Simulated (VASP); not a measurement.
Runs of VASP 6.6.1 on NaHfO. The structure is that of space group P-6m2 (No. 187), or close to it. The cells are those of the table. The cell was built from a structure type or drawn by symmetry, and may not be a known phase.

| task | cell | k mesh | cutoff (eV) | gap on the mesh (eV) | pressure (GPa) | relaxed volume (Å³/atom) |
| --- | --- | --- | --- | --- | --- | --- |
| single point | a = 3.538, b = 3.538, c = 6.219 Å, angles 90.0, 90.0, 120.0°, 3 atoms | 12 × 12 × 10 | 520 | none | -0.6 | - |
| relaxation of cell and atoms | relaxed from a = 3.538, b = 3.538, c = 6.219 Å, angles 90.0, 90.0, 120.0°, 3 atoms | 18 × 18 × 8 | 600 | none | 0.0 | (a) |
| single point | a = 3.538, b = 3.538, c = 6.219 Å, angles 90.0, 90.0, 120.0°, 3 atoms | 18 × 18 × 8 | 520 | none | -0.6 | - |
| relaxation of cell and atoms | relaxed from a = 3.780, b = 3.780, c = 4.505 Å, angles 90.0, 90.0, 120.0°, 3 atoms | 12 × 12 × 10 | 600 | none | 0.1 | 21.45 |
| single point | a = 3.780, b = 3.780, c = 4.505 Å, angles 90.0, 90.0, 120.0°, 3 atoms | 6 × 6 × 4 | 520 | none | -3.7 | - |

Alike in all rows: level PBE; potentials or basis VASP PAW PBE potentials, release 64 (Na_pv, Hf_pv, O); no spin polarisation; smearing gaussian 0.1 eV.

**Question.** Estimate the missing entries.

**Answer.** (a) 22.32.

Caveats: spin-orbit coupling is left out, which moves the levels of the heavy elements; an odd number of electrons without spin polarisation forces a metal; a magnetic or distorted state may lie lower; the volume moved by over 15 % at a fixed basis, so the end points are rough (at least some runs); the cell stands under tension (at least some runs).

A k mesh can miss the band edges, and the runs leave out spin-orbit coupling on Hf.

A gap of «none» marks levels without a gap at the run's occupations.
